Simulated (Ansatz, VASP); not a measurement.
**CdHg3Se4 in VASP and in Ansatz**

```
Cd Hg Se
1.0
     4.25656    0.00000    0.00000
     0.00000    4.25656    0.00000
     0.00000    0.00000   12.03936
Cd Hg Se
1 3 4
Direct
  0.50000 0.50000 0.50000
  0.00000 0.00000 0.75000
  0.50000 0.50000 0.00000
  0.00000 0.00000 0.25000
  0.50000 0.00000 0.87500
  0.00000 0.50000 0.12500
  0.50000 0.00000 0.37500
  0.00000 0.50000 0.62500
```

Alike in both runs: task relaxation of cell and atoms; functional PBE; k mesh 4 × 4 × 2; occupations gaussian, width 0.1 eV; no spin polarisation.

|  | VASP | Ansatz |
| --- | --- | --- |
| version | VASP 6.6.1 | Ansatz 0.2.0 |
| potentials or method | VASP PAW PBE potentials, release 64 (Cd, Hg, Se), cutoff 600 eV | scalar-relativistic, plane waves, PAW |
| valence electrons in the cell | 72 | 144 |

Ansatz gave:

- relaxed volume (Å³/atom): 30.69
- relaxed cell length with the largest relative difference (Å): 12.449

Task: Estimate VASP's values.

Result: Relaxed volume (Å³/atom): 30.61; relaxed cell length with the largest relative difference (Å): 12.421.

VASP's potentials hold 72 valence electrons a cell and Ansatz's 144, so a difference there can come from the potentials and not from the codes.

The k mesh is coarse, so the values compare programs but aren't converged. Spin-orbit coupling is off throughout.
